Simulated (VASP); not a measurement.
Input of a VASP 6.6.1 run:

File INCAR:

```
ALGO = Normal
EDIFF = 1E-8
ENCUT = 520
ISIF = 2
ISMEAR = -1
LASPH = True
LCHARG = False
LEFG = True
LREAL = False
LWAVE = False
NBANDS = 12
NELM = 80
PREC = Accurate
SIGMA = 0.05
```

The input KPOINTS:

```
k-points
0
Gamma
  13 13 13
```

Contents of POSCAR:

```
Tl
1.0
   -1.9147670545      1.9147670545      1.9147670545
    1.9147670545     -1.9147670545      1.9147670545
    1.9147670545      1.9147670545     -1.9147670545
Tl
1
Direct
    0.0000000000      0.0000000000      0.0000000000
```

Potentials or basis: VASP PAW LDA potentials, release 64 (Tl_d).

The run is started by

```console
$ cat potpaw_LDA.64/Tl_d/POTCAR > POTCAR
$ mpirun -np 1 vasp_std > vasp.out
```

Task: Estimate the pressure.

Result: -1.1 GPa.

Caveat: without QUAD_EFG the Cq values of the log hold for a quadrupole moment of 1 mb, not for the nuclei.
